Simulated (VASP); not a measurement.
A run of VASP 6.6.1 is set up as follows.

The input INCAR:

```
SYSTEM = Sc
PREC = Accurate ; ENCUT = 500
EDIFF = 1E-6 ; ISMEAR = -1
SIGMA = 0.05 ; LREAL = .False.
LASPH = .True. ; NELM = 120
ALGO = Normal ; ISIF = 2
LWAVE = .False. ; LCHARG = .False.
GGA = PS ; NBANDS = 18
GGA_COMPAT = .False.
```

File KPOINTS:

```
regular mesh
0
Gamma
  8 8 4
  0 0 0
```

POSCAR

```
Sc
1.0
    3.3090000000      0.0000000000      0.0000000000
   -1.6545000000      2.8656780611      0.0000000000
    0.0000000000      0.0000000000      5.2733000000
Sc
2
Direct
    0.6666666667      0.3333333333      0.7500000000
    0.3333333333      0.6666666667      0.2500000000
```

Potentials or basis: VASP PAW PBE potentials, release 64 (Sc_sv).

Launch:

```console
$ cat potpaw_PBE.64/Sc_sv/POTCAR > POTCAR
$ mpirun -np 1 vasp_std > vasp.out
```

Q: Estimate the band gap on the k mesh.

A: Zero (band 11 reaches 4.38 eV, above the bottom of band 12 at 3.03 eV).

Q: Predict the pressure.

A: -2.9 GPa.

Stress tensor (GPa, compression positive):
```
-2.30  0.00  0.00
 0.00 -2.30  0.00
 0.00  0.00 -4.21
```

Caveat: the PAW data sets were made with another functional, which shifts forces and pressure a little.
